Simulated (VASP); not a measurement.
Here is a VASP 6.6.1 calculation.

File POSCAR:

```
Cd4CuAu3
1.0
    6.6400000000      0.0000000000      0.0000000000
    0.0000000000      6.6400000000      0.0000000000
    0.0000000000      0.0000000000      6.6400000000
Cd Au Cu
8 6 2
Direct
    0.2500000000      0.2500000000      0.2500000000
    0.2500000000      0.2500000000      0.7500000000
    0.2500000000      0.7500000000      0.2500000000
    0.2500000000      0.7500000000      0.7500000000
    0.7500000000      0.2500000000      0.2500000000
    0.7500000000      0.2500000000      0.7500000000
    0.7500000000      0.7500000000      0.2500000000
    0.7500000000      0.7500000000      0.7500000000
    0.0000000000      0.0000000000      0.0000000000
    0.0000000000      0.0000000000      0.5000000000
    0.0000000000      0.5000000000      0.0000000000
    0.5000000000      0.0000000000      0.0000000000
    0.5000000000      0.0000000000      0.5000000000
    0.5000000000      0.5000000000      0.5000000000
    0.0000000000      0.5000000000      0.5000000000
    0.5000000000      0.5000000000      0.0000000000
```

INCAR.step1

```
SYSTEM = Cd4CuAu3
  ALGO = Normal
  EDIFF = 1E-4
  ENCUT = 520
  GGA = PE
  ISMEAR = 1
  LASPH = .TRUE.
  LCHARG = .FALSE.
  LREAL = Auto
  LWAVE = .TRUE.
  NBANDS = 106
  NELM = 100
  PREC = Accurate
  SIGMA = 0.15
```

The input INCAR.step2:

```
SYSTEM = Cd4CuAu3
  ALGO = Normal
  EDIFF = 1E-6
  ENCUT = 520
  ISIF = 2
  ISMEAR = 1
  ISTART = 1
  LASPH = .TRUE.
  LCHARG = .FALSE.
  LMIXTAU = .TRUE.
  LREAL = Auto
  LWAVE = .FALSE.
  METAGGA = R2SCAN
  NBANDS = 106
  NELM = 100
  PREC = Accurate
  SIGMA = 0.15
```

File KPOINTS:

```
k-points
0
G
  3 3 3
  0 0 0
```

Potentials or basis: VASP PAW PBE potentials, release 64 (Cd, Au, Cu).

Launch:

```console
$ cat potpaw_PBE.64/Cd/POTCAR potpaw_PBE.64/Au/POTCAR potpaw_PBE.64/Cu/POTCAR > POTCAR
$ cp INCAR.step1 INCAR
$ mpirun -np 1 vasp_std > vasp.out
$ cp INCAR.step2 INCAR
$ mpirun -np 1 vasp_std > vasp.out
```

Q: What does it give for the pressure?

A: 0.4 GPa.

Q: Predict the largest force.

A: 0.397 eV/Å.

Q: Estimate the band gap on the k mesh.

A: Zero (bands 92 and 93 overlap by 2.51 eV).

Forces in eV/Å, atoms in the order of the input:
```
Cd   0.000  0.397  0.000
Cd   0.000  0.397  0.000
Cd   0.000 -0.397  0.000
Cd   0.000 -0.397  0.000
Cd   0.000  0.397  0.000
Cd   0.000  0.397  0.000
Cd   0.000 -0.397  0.000
Cd   0.000 -0.397  0.000
Au   0.000  0.000  0.000
Au   0.000  0.000  0.000
Au   0.000  0.000  0.000
Au   0.000  0.000  0.000
Au   0.000  0.000  0.000
Au   0.000  0.000  0.000
Cu   0.000  0.000  0.000
Cu   0.000  0.000  0.000
```

Caveat: the PAW data sets were made with another functional, which shifts forces and pressure a little; spin-orbit coupling is left out, which moves the levels of the heavy elements.
